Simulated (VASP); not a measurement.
Wanted: the native input for a VASP 6.6.1 run.

```
Task                    : single point
Functional              : PBEsol
Potentials or basis     : VASP PAW PBE potentials, release 64 (Si, Ge_d, O)
Cutoff                  : 520 eV
k mesh                  : 4 × 4 × 4
Occupations             : gaussian, width 0.02 eV
Spin                    : no spin polarisation
Dipole correction       : no
k mesh for the DOS      : 6 × 6 × 6
Occupations for the DOS : tetrahedron
Further INCAR settings  : ALGO = Normal; EDIFF = 1e-07; NBANDS = 49
```

Crystal: Si3GeO8.

```
Si Ge O
1.0
     5.36095    0.00000    0.00000
     0.00000    5.36095    0.00000
     0.00000    0.00000    7.61755
Si Ge O
3 1 8
Direct
  0.00000 0.00000 0.00000
  0.50000 0.00000 0.23953
  0.00000 0.50000 0.76047
  0.50000 0.50000 0.50000
  0.74946 0.00000 0.11922
  0.24325 0.50000 0.63636
  0.50000 0.24325 0.36364
  0.00000 0.74946 0.88078
  0.50000 0.75675 0.36364
  0.00000 0.25054 0.88078
  0.25054 0.00000 0.11922
  0.75675 0.50000 0.63636
```

The input as run:

POSCAR

```
Si3GeO8
1.0
    5.3609461000      0.0000000000      0.0000000000
    0.0000000000      5.3609461000      0.0000000000
    0.0000000000      0.0000000000      7.6175512000
Si Ge O
3 1 8
Direct
    0.0000000000      0.0000000000      0.0000000000
    0.5000000000      0.0000000000      0.2395310000
    0.0000000000      0.5000000000      0.7604690000
    0.5000000000      0.5000000000      0.5000000000
    0.7494640000      0.0000000000      0.1192170000
    0.2432520000      0.5000000000      0.6363600000
    0.5000000000      0.2432520000      0.3636400000
    0.0000000000      0.7494640000      0.8807830000
    0.5000000000      0.7567480000      0.3636400000
    0.0000000000      0.2505360000      0.8807830000
    0.2505360000      0.0000000000      0.1192170000
    0.7567480000      0.5000000000      0.6363600000
```

INCAR.step1

```
ALGO = Normal
EDIFF = 1E-7
ENCUT = 520
GGA = PS
ISIF = 2
ISMEAR = 0
LASPH = T
LCHARG = T
LREAL = F
LWAVE = F
NBANDS = 49
NELM = 100
PREC = Accurate
SIGMA = 0.02
```

KPOINTS.step1

```
k-points
0
Gamma
  4 4 4
```

INCAR.step2

```
ALGO = Normal
EDIFF = 1E-7
ENCUT = 520
GGA = PS
ICHARG = 11
ISIF = 2
ISMEAR = -5
LASPH = T
LCHARG = F
LORBIT = 11
LREAL = F
LWAVE = F
NBANDS = 49
NEDOS = 2001
NELM = 100
PREC = Accurate
SIGMA = 0.02
```

KPOINTS.step2

```
k-points
0
Gamma
  6 6 6
```

Potentials or basis: VASP PAW PBE potentials, release 64 (Si, Ge_d, O).

Run with:

```sh
$ cat potpaw_PBE.64/Si/POTCAR potpaw_PBE.64/Ge_d/POTCAR potpaw_PBE.64/O/POTCAR > POTCAR
$ cp INCAR.step1 INCAR
$ cp KPOINTS.step1 KPOINTS
$ mpirun -np 1 vasp_std > vasp.out
$ cp INCAR.step2 INCAR
$ cp KPOINTS.step2 KPOINTS
$ mpirun -np 1 vasp_std > vasp.out
```

Results of the run:

| Quantity | Value |
| --- | --- |
| Valence electrons inside the program's atomic spheres | Si 1.60, 1.61 (each value once); Ge 12.80; O 5.23, 5.18 (each value once) |

Wall time 3.6 min on 1 thread of AMD EPYC 9R45 (Zen 5), on a shared host, peak memory 0.46 GiB.
